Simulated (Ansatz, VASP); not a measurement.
# C: VASP beside Ansatz

File INCAR:

```
  ALGO = Normal
  EDIFF = 1E-7
  EDIFFG = -0.005
  ENCUT = 600
  GGA = CA
  GGA_COMPAT = False
  IBRION = 2
  ISIF = 3
  ISMEAR = 0
  LASPH = True
  LCHARG = False
  LREAL = False
  LWAVE = False
  NELM = 120
  NELMIN = 4
  NSW = 80
  PREC = Accurate
  SIGMA = 0.02
```

Contents of KPOINTS:

```
k-points
0
Gamma
  26 26 26
```

The input POSCAR:

```
C
1.0
    0.0000000000      1.7850000000      1.7850000000
    1.7850000000      0.0000000000      1.7850000000
    1.7850000000      1.7850000000      0.0000000000
C
2
Direct
    0.0000000000      0.0000000000      0.0000000000
    0.2500000000      0.2500000000      0.2500000000
```

Input for Ansatz:

```yaml
crystal:
  lattice:
    - [0.0, 1.785, 1.785]
    - [1.785, 0.0, 1.785]
    - [1.785, 1.785, 0.0]
  atoms:
    - { symbol: C, position: [0.0, 0.0, 0.0] }
    - { symbol: C, position: [0.25, 0.25, 0.25] }
scf:
  occupations: { method: gaussian, width: 0.02 }
output:
  forces: true
  stress: true
  eigenvalues: true
kpoints:
  mp_grid: { grid: [26, 26, 26] }
hamiltonian:
  xc: lda
relax:
  f_tol: 0.005
  adjacent_minimum: "off"
  cell: { stress_tol: 0.02 }
```

Alike in both runs: task relaxation of cell and atoms; functional LDA; k mesh 26 × 26 × 26; occupations gaussian, width 0.02 eV; no spin polarisation.

|  | VASP | Ansatz |
| --- | --- | --- |
| version | VASP 6.6.1 | Ansatz 0.2.0 |
| potentials or method | VASP PAW LDA potentials, release 64 (C) | scalar-relativistic, plane waves, PAW |
| plane-wave cutoff (eV) | 600 | 420 |
| valence electrons in the cell | 8 | 8 |

```tsv
	VASP	Ansatz	Ansatz less VASP
gap on the k mesh at the Fermi level, each at its own relaxed structure (eV)	4.17	4.18	+0.005
relaxed volume (Å³/atom)	5.52	5.51	-0.010
relaxed cell length with the largest relative difference (Å)	2.499	2.497	-0.0016
```

LDA's correlation is that of Perdew and Zunger in VASP and of Perdew and Wang (1992) in Ansatz.
